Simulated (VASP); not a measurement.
# GaN in VASP: single point with PBEsol

Aim: the single point of GaN with PBEsol.

Program: VASP 6.6.1. These are calculated values, not measurements. Logs are shortened: lines on timing, memory, paths and dates and some standing lists are left out, and cuts for length are marked.

**1. The cell of the first run**

The cell holds a slab with vacuum, 18 atoms: a = 3.181 Å, b = 4.498 Å, c = 27.723 Å, α = 90.00°, β = 90.00°, γ = 90.00°.

**2. Single point, PBEsol**

The input, INCAR:

```
  PREC = Accurate
  ENCUT = 520
  EDIFF = 1E-6
  ISMEAR = 0
  SIGMA = 0.05
  LREAL = Auto
  LASPH = T
  NELM = 100
  ALGO = Normal
  ISIF = 2
  LWAVE = F
  LCHARG = T
  LDIPOL = T
  IDIPOL = 3
  DIPOL = 0.5 0.5 0.500
  GGA = PS
  LELF = T
  LVHAR = T
  LVACPOTAV = T
  NBANDS = 96
```

The input, KPOINTS:

```
Automatic mesh
0
Gamma
  8 6 1
```

The input, POSCAR:

```
GaN
1.0
    3.1807290382      0.0000000000      0.0000000000
    0.0000000000      4.4982301441      0.0000000000
    0.0000000000      0.0000000000     27.7229161529
Ga N
9 9
Direct
    0.5000000000      0.5000000000      0.2705343103
    0.0000000000      0.0000000000      0.3279007327
    0.5000000000      0.5000000000      0.3852671551
    0.0000000000      0.0000000000      0.4426335776
    0.5000000000      0.5000000000      0.5000000000
    0.0000000000      0.0000000000      0.5573664224
    0.5000000000      0.5000000000      0.6147328449
    0.0000000000      0.0000000000      0.6720992673
    0.5000000000      0.5000000000      0.7294656897
    0.0000000000      0.2500000000      0.2705343103
    0.5000000000      0.7500000000      0.3279007327
    0.0000000000      0.2500000000      0.3852671551
    0.5000000000      0.7500000000      0.4426335776
    0.0000000000      0.2500000000      0.5000000000
    0.5000000000      0.7500000000      0.5573664224
    0.0000000000      0.2500000000      0.6147328449
    0.5000000000      0.7500000000      0.6720992673
    0.0000000000      0.2500000000      0.7294656897
```

Potentials or basis: VASP PAW PBE potentials, release 64 (Ga_d, N).

Launch:

```bash
$ cat potpaw_PBE.64/Ga_d/POTCAR potpaw_PBE.64/N/POTCAR > POTCAR
$ mpirun -np 1 vasp_std > vasp.out
```

OUTCAR:

```text
PREC = Accurate
   ENCUT = 520
   EDIFF = 1E-6
   ISMEAR = 0
   LREAL = Auto
   LASPH = T
   NELM = 100
   ISIF = 2
   GGA = PS

 ion  position               nearest neighbor table
   1  0.500  0.500  0.271-  11 1.95  10 1.95  10 1.95
   2  0.000  0.000  0.328-  10 1.95  12 1.95  11 1.95  11 1.95
   3  0.500  0.500  0.385-  11 1.95  12 1.95  12 1.95  13 1.95
   4  0.000  0.000  0.443-  14 1.95  13 1.95  13 1.95  12 1.95
   5  0.500  0.500  0.500-  13 1.95  15 1.95  14 1.95  14 1.95
   6  0.000  0.000  0.557-  14 1.95  15 1.95  15 1.95  16 1.95
   7  0.500  0.500  0.615-  17 1.95  16 1.95  16 1.95  15 1.95
   8  0.000  0.000  0.672-  16 1.95  18 1.95  17 1.95  17 1.95
   9  0.500  0.500  0.729-  17 1.95  18 1.95  18 1.95
  10  0.000  0.250  0.271-   2 1.95   1 1.95   1 1.95
  11  0.500  0.750  0.328-   1 1.95   3 1.95   2 1.95   2 1.95
  12  0.000  0.250  0.385-   2 1.95   3 1.95   3 1.95   4 1.95
  13  0.500  0.750  0.443-   5 1.95   4 1.95   4 1.95   3 1.95
  14  0.000  0.250  0.500-   4 1.95   6 1.95   5 1.95   5 1.95
  15  0.500  0.750  0.557-   5 1.95   6 1.95   6 1.95   7 1.95
  16  0.000  0.250  0.615-   8 1.95   7 1.95   7 1.95   6 1.95
  17  0.500  0.750  0.672-   7 1.95   9 1.95   8 1.95   8 1.95
  18  0.000  0.250  0.729-   8 1.95   9 1.95   9 1.95

  LATTYP: Found a simple orthorhombic cell.
 ALAT       =     3.1807290382
 B/A-ratio  =     1.4142135624
 C/A-ratio  =     8.7158999776

  Lattice vectors:

 A1 = (   3.1807290382,   0.0000000000,   0.0000000000)
 A2 = (   0.0000000000,   4.4982301441,   0.0000000000)
 A3 = (   0.0000000000,   0.0000000000,  27.7229161529)

Analysis of symmetry for initial positions (statically):
=====================================================================
 Subroutine PRICEL returns:
 Original cell was already a primitive cell.

 Routine SETGRP: Setting up the symmetry group for a
 simple orthorhombic supercell.

 Subroutine GETGRP returns: Found  4 space group operations
 (whereof  4 operations were pure point group operations)
 out of a pool of  8 trial point group operations.

The static configuration has the point symmetry C_2v.

Analysis of symmetry for dynamics (positions and initial velocities):
=====================================================================
 Subroutine PRICEL returns:
 Original cell was already a primitive cell.

 Routine SETGRP: Setting up the symmetry group for a
 simple orthorhombic supercell.

 Subroutine GETGRP returns: Found  4 space group operations
 (whereof  4 operations were pure point group operations)
 out of a pool of  8 trial point group operations.

The dynamic configuration has the point symmetry C_2v.

 Subroutine INISYM returns: Found  4 space group operations
 (whereof  4 operations are pure point group operations),
 and found     1 'primitive' translations

----------------------------------------------------------------------------------------

                                     Primitive cell

  volume of cell :     396.6498

  direct lattice vectors                    reciprocal lattice vectors
     3.180729038  0.000000000  0.000000000     0.314393332  0.000000000  0.000000000
     0.000000000  4.498230144  0.000000000     0.000000000  0.222309657  0.000000000
     0.000000000  0.000000000 27.722916153     0.000000000  0.000000000  0.036071241

  length of vectors
     3.180729038  4.498230144 27.722916153     0.314393332  0.222309657  0.036071241

  position of ions in fractional coordinates (direct lattice)
     0.500000000  0.500000000  0.270534310
     0.000000000  0.000000000  0.327900733
     0.500000000  0.500000000  0.385267155
     0.000000000  0.000000000  0.442633578
     0.500000000  0.500000000  0.500000000
     0.000000000  0.000000000  0.557366422
[... 10 lines left out ...]
     0.500000000  0.750000000  0.672099267
     0.000000000  0.250000000  0.729465690

  ion indices of the primitive-cell ions
   primitive index   ion index
                 1           1
                 2           2
                 3           3
                 4           4
                 5           5
                 6           6
[... 10 lines left out ...]
                17          17
                18          18

----------------------------------------------------------------------------------------

 KPOINTS: Automatic mesh

Automatic generation of k-mesh.
 Grid dimensions read from file:
 generate k-points for:    8    6    1

 Generating k-lattice:

  Cartesian coordinates                     Fractional coordinates (reciprocal lattice)
     0.039299166  0.000000000  0.000000000     0.125000000  0.000000000  0.000000000
     0.000000000  0.037051609  0.000000000     0.000000000  0.166666667  0.000000000
     0.000000000  0.000000000  0.036071241     0.000000000  0.000000000  1.000000000

  Length of vectors
     0.039299166  0.037051609  0.036071241

  Shift w.r.t. Gamma in fractional coordinates (k-lattice)
     0.000000000  0.000000000  0.000000000

 Subroutine IBZKPT returns following result:
 ===========================================

 Found     20 irreducible k-points:

 Following reciprocal coordinates:
            Coordinates               Weight
  0.000000  0.000000  0.000000      1.000000
  0.125000  0.000000  0.000000      2.000000
  0.250000  0.000000  0.000000      2.000000
  0.375000  0.000000  0.000000      2.000000
  0.500000  0.000000  0.000000      1.000000
  0.000000  0.166667  0.000000      2.000000
[... 12 lines left out ...]
  0.375000  0.500000  0.000000      2.000000
  0.500000  0.500000  0.000000      1.000000
   k-points           NKPTS =     20   k-points in BZ     NKDIM =     20   number of bands    NBANDS=     96
   number of dos      NEDOS =    301   number of ions     NIONS =     18
   total plane-waves  NPLWV = 181440
   dimension x,y,z NGX =    24 NGY =   36 NGZ =  210
   dimension x,y,z NGXF=    48 NGYF=   72 NGZF=  420
   ions per type =               9   9
   NGX,Y,Z   is equivalent  to a cutoff of  12.54, 13.30, 12.59 a.u.
   NGXF,Y,Z  is equivalent  to a cutoff of  25.09, 26.61, 25.19 a.u.
 SYSTEM =  unknown system
   PREC   = accura    normal or accurate (medium, high low for compatibility)
   ISTART =      0    job   : 0-new  1-cont  2-samecut
   ICHARG =      2    charge: 1-file 2-atom 10-const
   ISPIN  =      1    spin polarized calculation?
   LNONCOLLINEAR =      F non collinear calculations
   LSORBIT =      F    spin-orbit coupling
   LASPH  =      T    aspherical Exc in radial PAW
   ENCUT  =  520.0 eV  38.22 Ry    6.18 a.u.   5.91  8.36 51.55*2*pi/ulx,y,z
   NELM   =    100;   NELMIN=  2; NELMDL= -5     # of ELM steps
   EDIFF  = 0.1E-05   stopping-criterion for ELM
   LREAL  =      T    real-space projection
   EDIFFG = 0.1E-04   stopping-criterion for IOM
   NSW    =      0    number of steps for IOM
   IBRION =     -1    ionic relax: 0-MD 1-quasi-New 2-CG
   NFREE  =      0    steps in history (QN), initial steepest desc. (CG)
   ISIF   =      2    stress and relaxation
   ISYM   =      2    0-nonsym 1-usesym 2-fastsym
   POTIM  = 0.5000    time-step for ionic-motion
   TEBEG  =    0.0;   TEEND  =   0.0 temperature during run
   PSTRESS=    0.0 pullay stress
   NELECT =     162.0000    total number of electrons
   NUPDOWN=      -1.0000    fix difference up-down
   EMIN   =  10.00;   EMAX   =-10.00  energy-range for DOS
   EFERMI =   0.00;   METHOD = LEGACY
   ISMEAR =     0;   SIGMA  =   0.05  broadening in eV -4-tet -1-fermi 0-gaus
   EFERMI_NEDOS =   21; number of points for ismear=-14 and -15
   IALGO  =     38    algorithm
   IMIX   =      4    mixing-type and parameters
     AMIX     =   0.40;   BMIX     =  1.00
     AMIX_MAG =   1.60;   BMIX_MAG =  1.00
  volume/ion in A,a.u.               =      22.04       148.71
  Fermi-wavevector in a.u.,A,eV,Ry     =   1.214630  2.295318 20.073037  1.475327
  Thomas-Fermi vector in A             =   2.350044
   LORBIT       =      0    0 simple, 1 ext, 2 COOP (PROOUT), +10 PAW based schemes
   GGA     = PS    functional components
   LHFCALC =     F    Hartree Fock is set to
   AEXX    =    0.0000 exact exchange contribution
   IVDW    =     0    specifies the selected vdW correction
   LEPSILON=     F    determine dielectric tensor
   LRPA    =     F    only Hartree local field effects (RPA)
 non-spin polarized calculation
 Gauss-broadening in eV      SIGMA  =   0.05
  energy-cutoff  :      520.00
  volume of cell :      396.65
 maximum number of plane-waves:     10746
 NGX is ok and might be reduce to    24
   NGX = 11   NGY = 17   NGZ =103

 dipolmoment           0.000000      0.000000      0.000000 electrons x Angstroem

 number of electron     161.9999941 magnetization

 dipolmoment           0.000000      0.000000     -0.000000 electrons x Angstroem

 Free energy of the ion-electron system (eV)
  ---------------------------------------------------
  ext. energy  EPLUGINS =         0.00000000
  ---------------------------------------------------
  free energy    TOTEN  =      -113.68064045 eV

  energy without entropy =     -113.68064045  energy(sigma->0) =     -113.68064045

 E-fermi :   0.4634     XC(G=0):  -6.7723

 val. band max:        0.2173783577   @ k =   0.5000   0.1667   0.0000
 cond. band min:       1.0719183007   @ k =   0.0000   0.0000   0.0000
 fundamental gap:      0.8545399430
 Fermi energy:         0.4633990826

 k-point     1 :       0.0000    0.0000    0.0000
  band No.  band energies     occupation
      1     -15.9376      2.00000
      2     -15.6672      2.00000
      3     -15.3727      2.00000
      4     -15.1356      2.00000
      5     -14.9615      2.00000
      6     -14.8922      2.00000
[... 85 lines left out ...]
     92       6.1694      0.00000
     93       6.4191      0.00000

 k-point     2 :       0.1250    0.0000    0.0000
  band No.  band energies     occupation
      1     -15.8237      2.00000
      2     -15.5699      2.00000
      3     -15.3033      2.00000
      4     -15.0963      2.00000
      5     -14.9443      2.00000
      6     -14.8875      2.00000
[... 1717 lines left out ...]
     92       6.8550      0.00000
     93       7.3561      0.00000

 k-point    20 :       0.5000    0.5000    0.0000
  band No.  band energies     occupation
      1     -15.0727      2.00000
      2     -15.0259      2.00000
      3     -15.0147      2.00000
      4     -14.9594      2.00000
      5     -14.9253      2.00000
      6     -14.9237      2.00000
[... 85 lines left out ...]
     92       6.7379      0.00000
     93       7.3448      0.00000
 [bands above 93 left out]

------------------------ aborting loop because EDIFF is reached ----------------------------------------

  FORCE on cell =-STRESS in cart. coord.  units (eV):
  Direction    XX          YY          ZZ          XY          YZ          ZX
  --------------------------------------------------------------------------------------
  -------------------------------------------------------------------------------------
  Total       -3.9692819     -6.2978059     -1.8938507      0.0000000      0.0000000      0.0000000
  in kB      -16.0330175    -25.4385642     -7.6497820      0.0000000      0.0000000      0.0000000
  external PRESSURE =     -16.3737879 kB  Pullay stress =       0.0000000 kB

 VOLUME and BASIS-vectors are now :
 -----------------------------------------------------------------------------
  energy-cutoff  :      520.00
  volume of cell :      396.65
      direct lattice vectors                 reciprocal lattice vectors
     3.180729038  0.000000000  0.000000000     0.314393332  0.000000000  0.000000000
     0.000000000  4.498230144  0.000000000     0.000000000  0.222309657  0.000000000
     0.000000000  0.000000000 27.722916153     0.000000000  0.000000000  0.036071241

 POSITION                                       TOTAL-FORCE (eV/Angst)
 -----------------------------------------------------------------------------------
      1.59036      2.24912      7.50000         0.000000     -2.464715      1.470087
      0.00000      0.00000      9.09036        -0.000000      0.452882     -0.484713
      1.59036      2.24912     10.68073        -0.000000     -0.296588      0.001020
      0.00000      0.00000     12.27109        -0.000000      0.094915     -0.038050
      1.59036      2.24912     13.86146        -0.000000     -0.071214      0.000000
      0.00000      0.00000     15.45182        -0.000000      0.094915      0.038050
[... 10 lines left out ...]
      1.59036      3.37367     18.63255        -0.000000      0.648153      0.431625
      0.00000      1.12456     20.22292        -0.000000      1.532947      0.770773
 -----------------------------------------------------------------------------------
    total drift:                                0.000000      0.007052     -0.000000

  FREE ENERGIE OF THE ION-ELECTRON SYSTEM (eV)
  ---------------------------------------------------
  free  energy   TOTEN  =      -113.6806404459 eV

  energy  without entropy=     -113.6806404459  energy(sigma->0) =     -113.68064045

 vacuum level on the upper side and lower side of the slab         5.511         5.511
```

It took 28 min on 1 thread of Intel Xeon Platinum 8259CL at 2.50GHz (Skylake/Cascade Lake), shared host; peak memory 0.72 GiB.

Results:

```
Free energy            : -113.6806 eV
Largest force          : 2.870 eV/Å
Band gap on the k mesh : 0.85 eV, indirect (least direct gap 0.88 eV)
```

Forces in eV/Å, atoms in the order of the input:
```
Ga   0.000 -2.465  1.470
Ga   0.000  0.453 -0.485
Ga   0.000 -0.297  0.001
Ga   0.000  0.095 -0.038
Ga   0.000 -0.071  0.000
Ga   0.000  0.095  0.038
Ga   0.000 -0.297 -0.001
Ga   0.000  0.453  0.485
Ga   0.000 -2.465 -1.470
N    0.000  1.533 -0.771
N    0.000  0.648 -0.432
N    0.000  0.046  0.290
N    0.000  0.023 -0.046
N    0.000 -0.002  0.000
N    0.000  0.023  0.046
N    0.000  0.046 -0.290
N    0.000  0.648  0.432
N    0.000  1.533  0.771
```

Caveat: the PAW data sets were made with another functional, which shifts forces and pressure a little.
